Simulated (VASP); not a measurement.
# SnH5 (P6/mmm) in VASP: a series of runs, part 2 of 2

VASP 6.6.1. The steps go on from the part before.

### 3 Single point, PBE

This run uses another cell than the first one, of 7.49 Å³/atom, 0.650 times its volume.

The input, INCAR:

```
ALGO = Normal ; EDIFF = 1E-6
ENCUT = 520 ; GGA = PE
ISIF = 2 ; ISMEAR = 0
LASPH = T ; LCHARG = F
LREAL = F ; LWAVE = F
NBANDS = 18 ; NELM = 60
PREC = Accurate ; SIGMA = 0.1
```

The input, KPOINTS:

```
k-points
0
Gamma
  12 12 10
```

The input, POSCAR:

```
SnH5
1.0
    3.5859454763      0.0000000000      0.0000000000
   -1.7929727381      3.1055198791      0.0000000000
    0.0000000000      0.0000000000      4.0368549386
Sn H
1 5
Direct
    0.0000000000      0.0000000000      0.0000000000
    0.3333333333      0.6666666667      0.0000000000
    0.6666666667      0.3333333333      0.0000000000
    0.5000000000      0.0000000000      0.5000000000
    0.5000000000      0.5000000000      0.5000000000
    0.0000000000      0.5000000000      0.5000000000
```

Potentials or basis: VASP PAW PBE potentials, release 64 (Sn_d, H).

Command:

```sh
$ cat potpaw_PBE.64/Sn_d/POTCAR potpaw_PBE.64/H/POTCAR > POTCAR
$ mpirun -np 1 vasp_std > vasp.out
```

OUTCAR:

```text
EDIFF = 1E-6
   ENCUT = 520
   GGA = PE
   ISIF = 2
   ISMEAR = 0
   LASPH = T
   LREAL = F
   NELM = 60
   PREC = Accurate

 ion  position               nearest neighbor table
   1  0.000  0.000  0.000-   2 2.07   3 2.07   3 2.07   2 2.07   3 2.07   2 2.07
   2  0.333  0.667  0.000-   1 2.07   1 2.07   1 2.07
   3  0.667  0.333  0.000-   1 2.07   1 2.07   1 2.07
   4  0.500  0.000  0.500-
   5  0.500  0.500  0.500-
   6  0.000  0.500  0.500-

  LATTYP: Found a hexagonal cell.
 ALAT       =     3.5859454763
 C/A-ratio  =     1.1257435355

  Lattice vectors:

 A1 = (   3.5859454763,   0.0000000000,   0.0000000000)
 A2 = (  -1.7929727381,   3.1055198791,   0.0000000000)
 A3 = (   0.0000000000,   0.0000000000,   4.0368549386)

Analysis of symmetry for initial positions (statically):
=====================================================================
 Subroutine PRICEL returns:
 Original cell was already a primitive cell.

 Routine SETGRP: Setting up the symmetry group for a
 hexagonal supercell.

 Subroutine GETGRP returns: Found 24 space group operations
 (whereof 24 operations were pure point group operations)
 out of a pool of 24 trial point group operations.

The static configuration has the point symmetry D_6h.

Analysis of symmetry for dynamics (positions and initial velocities):
=====================================================================
 Subroutine PRICEL returns:
 Original cell was already a primitive cell.

 Routine SETGRP: Setting up the symmetry group for a
 hexagonal supercell.

 Subroutine GETGRP returns: Found 24 space group operations
 (whereof 24 operations were pure point group operations)
 out of a pool of 24 trial point group operations.

The dynamic configuration has the point symmetry D_6h.

 Subroutine INISYM returns: Found 24 space group operations
 (whereof 24 operations are pure point group operations),
 and found     1 'primitive' translations

----------------------------------------------------------------------------------------

                                     Primitive cell

  volume of cell :      44.9553

  direct lattice vectors                    reciprocal lattice vectors
     3.585945476  0.000000000  0.000000000     0.278866482  0.161003639  0.000000000
    -1.792972738  3.105519879  0.000000000     0.000000000  0.322007277  0.000000000
     0.000000000  0.000000000  4.036854939     0.000000000  0.000000000  0.247717596

  length of vectors
     3.585945476  3.585945476  4.036854939     0.322007277  0.322007277  0.247717596

  position of ions in fractional coordinates (direct lattice)
     0.000000000  0.000000000  0.000000000
     0.333333333  0.666666667  0.000000000
     0.666666667  0.333333333  0.000000000
     0.500000000  0.000000000  0.500000000
     0.500000000  0.500000000  0.500000000
     1.000000000  0.500000000  0.500000000

  ion indices of the primitive-cell ions
   primitive index   ion index
                 1           1
                 2           2
                 3           3
                 4           4
                 5           5
                 6           6

----------------------------------------------------------------------------------------

 KPOINTS: k-points

Automatic generation of k-mesh.
 Grid dimensions read from file:
 generate k-points for:   12   12   10

 Generating k-lattice:

  Cartesian coordinates                     Fractional coordinates (reciprocal lattice)
     0.023238874  0.013416970  0.000000000     0.083333333 -0.000000000  0.000000000
     0.000000000  0.026833940  0.000000000     0.000000000  0.083333333  0.000000000
     0.000000000  0.000000000  0.024771760     0.000000000  0.000000000  0.100000000

  Length of vectors
     0.026833940  0.026833940  0.024771760

  Shift w.r.t. Gamma in fractional coordinates (k-lattice)
     0.000000000  0.000000000  0.000000000

 Subroutine IBZKPT returns following result:
 ===========================================

 Found    114 irreducible k-points:

 Following reciprocal coordinates:
            Coordinates               Weight
  0.000000  0.000000  0.000000      1.000000
  0.083333  0.000000  0.000000      6.000000
  0.166667  0.000000  0.000000      6.000000
  0.250000  0.000000  0.000000      6.000000
  0.333333  0.000000  0.000000      6.000000
  0.416667  0.000000  0.000000      6.000000
[... 16 lines left out ...]
  0.250000  0.000000  0.100000     12.000000
  0.333333  0.000000  0.100000     12.000000
 [... further k-points ...]
   k-points           NKPTS =    114   k-points in BZ     NKDIM =    114   number of bands    NBANDS=     18
   number of dos      NEDOS =    301   number of ions     NIONS =      6
   total plane-waves  NPLWV =  23520
   dimension x,y,z NGX =    28 NGY =   28 NGZ =   30
   dimension x,y,z NGXF=    56 NGYF=   56 NGZF=   60
   ions per type =               1   5
   NGX,Y,Z   is equivalent  to a cutoff of  12.98, 12.98, 12.35 a.u.
   NGXF,Y,Z  is equivalent  to a cutoff of  25.96, 25.96, 24.71 a.u.
 SYSTEM =  unknown system
   PREC   = accura    normal or accurate (medium, high low for compatibility)
   ISTART =      0    job   : 0-new  1-cont  2-samecut
   ICHARG =      2    charge: 1-file 2-atom 10-const
   ISPIN  =      1    spin polarized calculation?
   LNONCOLLINEAR =      F non collinear calculations
   LSORBIT =      F    spin-orbit coupling
   LASPH  =      T    aspherical Exc in radial PAW
   ENCUT  =  520.0 eV  38.22 Ry    6.18 a.u.   6.67  6.67  7.51*2*pi/ulx,y,z
   NELM   =     60;   NELMIN=  2; NELMDL= -5     # of ELM steps
   EDIFF  = 0.1E-05   stopping-criterion for ELM
   LREAL  =      F    real-space projection
[... 7 lines left out ...]
   TEBEG  =    0.0;   TEEND  =   0.0 temperature during run
   PSTRESS=    0.0 pullay stress
   NELECT =      19.0000    total number of electrons
   NUPDOWN=      -1.0000    fix difference up-down
   EMIN   =  10.00;   EMAX   =-10.00  energy-range for DOS
   EFERMI =   0.00;   METHOD = LEGACY
   ISMEAR =     0;   SIGMA  =   0.10  broadening in eV -4-tet -1-fermi 0-gaus
   EFERMI_NEDOS =   21; number of points for ismear=-14 and -15
   IALGO  =     38    algorithm
   IMIX   =      4    mixing-type and parameters
     AMIX     =   0.40;   BMIX     =  1.00
     AMIX_MAG =   1.60;   BMIX_MAG =  1.00
  volume/ion in A,a.u.               =       7.49        50.56
  Fermi-wavevector in a.u.,A,eV,Ry     =   1.228567  2.321656 20.536332  1.509378
  Thomas-Fermi vector in A             =   2.363488
   LORBIT       =      0    0 simple, 1 ext, 2 COOP (PROOUT), +10 PAW based schemes
   GGA     = PE    functional components
   LHFCALC =     F    Hartree Fock is set to
   AEXX    =    0.0000 exact exchange contribution
   IVDW    =     0    specifies the selected vdW correction
   LEPSILON=     F    determine dielectric tensor
   LRPA    =     F    only Hartree local field effects (RPA)
 non-spin polarized calculation
 Gauss-broadening in eV      SIGMA  =   0.10
  energy-cutoff  :      520.00
  volume of cell :       44.96
 maximum number of plane-waves:      1229
 NGX is ok and might be reduce to    28
   NGX = 13   NGY = 13   NGZ = 15

 number of electron      19.0000000 magnetization

 Free energy of the ion-electron system (eV)
  ---------------------------------------------------
  ext. energy  EPLUGINS =         0.00000000
  ---------------------------------------------------
  free energy    TOTEN  =       -14.72124993 eV

  energy without entropy =      -14.71514558  energy(sigma->0) =      -14.71819775

 E-fermi :   5.1178     XC(G=0): -10.3196

 val. band max:        5.1158881767   @ k =   0.1667   0.0833   0.4000
 cond. band min:       5.1203007663   @ k =   0.0833   0.0000   0.3000
 fundamental gap:      0.0044125896
 Fermi energy:         5.1178345813

 k-point     1 :       0.0000    0.0000    0.0000
  band No.  band energies     occupation
      1     -16.5833      2.00000
      2     -16.4307      2.00000
      3     -16.4307      2.00000
      4     -16.4170      2.00000
      5     -16.4170      2.00000
      6      -7.2434      2.00000
[... 10 lines left out ...]
     17      17.5666      0.00000
     18      19.1827      0.00000
[... 463 lines left out ...]
 k-point    24 :       0.3333    0.0000    0.1000
  band No.  band energies     occupation
      1     -16.5366      2.00000
      2     -16.4610      2.00000
      3     -16.4383      2.00000
      4     -16.4357      2.00000
      5     -16.3476      2.00000
      6      -5.3967      2.00000
[... 10 lines left out ...]
     17      17.8909      0.00000
     18      18.1792      0.00000

 [... further k-points ...]
[... 5 lines left out ...]
  --------------------------------------------------------------------------------------
  -------------------------------------------------------------------------------------
  Total       -0.0625096     -0.0625096     -0.0811811     -0.0000000     -0.0000000     -0.0000000
  in kB       -2.2277991     -2.2277991     -2.8932393     -0.0000000     -0.0000000     -0.0000000
  external PRESSURE =      -2.4496125 kB  Pullay stress =       0.0000000 kB

 VOLUME and BASIS-vectors are now :
 -----------------------------------------------------------------------------
  energy-cutoff  :      520.00
  volume of cell :       44.96
      direct lattice vectors                 reciprocal lattice vectors
     3.585945476  0.000000000  0.000000000     0.278866482  0.161003639  0.000000000
    -1.792972738  3.105519879  0.000000000     0.000000000  0.322007277  0.000000000
     0.000000000  0.000000000  4.036854939     0.000000000  0.000000000  0.247717596

 POSITION                                       TOTAL-FORCE (eV/Angst)
 -----------------------------------------------------------------------------------
      0.00000      0.00000      0.00000         0.000000     -0.000000      0.000000
     -0.00000      2.07035      0.00000         0.000000      0.000000      0.000000
      1.79297      1.03517      0.00000        -0.000000     -0.000000      0.000000
      1.79297      0.00000      2.01843        -0.000000     -0.000000      0.000000
      0.89649      1.55276      2.01843        -0.000000     -0.000000      0.000000
     -0.89649      1.55276      2.01843         0.000000     -0.000000      0.000000
 -----------------------------------------------------------------------------------
    total drift:                               -0.000000      0.000000     -0.000000

  FREE ENERGIE OF THE ION-ELECTRON SYSTEM (eV)
  ---------------------------------------------------
  free  energy   TOTEN  =       -14.7212499252 eV

  energy  without entropy=      -14.7151455810  energy(sigma->0) =      -14.71819775
```

OSZICAR:

```text
N       E                     dE             d eps       ncg     rms          rms(c)
DAV:   1     0.110039941625E+03    0.11004E+03   -0.88548E+03  4202   0.133E+03
DAV:   2    -0.503804831467E+01   -0.11508E+03   -0.11056E+03  4366   0.342E+02
DAV:   3    -0.150797876540E+02   -0.10042E+02   -0.99153E+01  4860   0.816E+01
DAV:   4    -0.153097629725E+02   -0.22998E+00   -0.22972E+00  4970   0.125E+01
DAV:   5    -0.153158557221E+02   -0.60927E-02   -0.60922E-02  5358   0.203E+00    0.439E+00
DAV:   6    -0.148030289829E+02    0.51283E+00   -0.40860E-01  6164   0.704E+00    0.188E+00
DAV:   7    -0.147229154143E+02    0.80114E-01   -0.21891E-01  5770   0.361E+00    0.446E-01
DAV:   8    -0.147212230600E+02    0.16924E-02   -0.24242E-02  5174   0.142E+00    0.195E-01
DAV:   9    -0.147212816272E+02   -0.58567E-04   -0.19124E-03  4752   0.334E-01    0.804E-02
DAV:  10    -0.147212595454E+02    0.22082E-04   -0.46086E-04  5524   0.195E-01    0.245E-02
DAV:  11    -0.147212497462E+02    0.97993E-05   -0.65171E-05  5852   0.103E-01    0.782E-03
DAV:  12    -0.147212499252E+02   -0.17903E-06   -0.52683E-06  4568   0.154E-02
   1 F= -.14721250E+02 E0= -.14718198E+02  d E =-.610434E-02
```

Wall time 60 s (1 thread of AMD EPYC 9R45 (Zen 5), shared host); peak memory 0.19 GiB.

What came out:

- Free energy: -14.7212 eV
- Pressure: -0.2 GPa

Caveat: spin-orbit coupling is left out, which moves the levels of the heavy elements.
